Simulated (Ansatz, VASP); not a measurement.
**ZnF2 in VASP and in Ansatz**

```
Zn F
1.0
     4.80003    0.00000    0.00000
     0.00000    4.80003    0.00000
     0.00000    0.00000    3.17549
Zn F
2 4
Cartesian
  0.0000 0.0000 0.0000
  2.4000 2.4000 1.5877
  1.4611 1.4611 0.0000
  0.9390 3.8611 1.5877
  3.3390 3.3390 0.0000
  3.8611 0.9390 1.5877
```

Alike in both runs: functional PBE; k mesh 6 × 6 × 8; occupations gaussian, width 0.02 eV; no spin polarisation.

Ansatz relaxed the structure, and its values are those at the end. VASP's run is a single point on that final structure, the one shown.

```csv
,VASP,Ansatz
version,VASP 6.6.1,Ansatz 0.2.0
potentials or method,"VASP PAW PBE potentials, release 64 (Zn, F), cutoff 600 eV","scalar-relativistic, plane waves, PAW"
valence electrons in the cell,52,52
```

|  | VASP | Ansatz | Ansatz less VASP |
| --- | --- | --- | --- |
| gap on the k mesh at the Fermi level (eV) | 3.46 | 3.52 | +0.065 |
| least direct gap on the mesh (eV) | 3.46 | 3.53 | +0.070 |
| pressure (GPa) | 0.3 | 0.0 | -0.30 |
| rms of the force components (eV/Å) | 0.006 | 0.000 | -0.0064 |
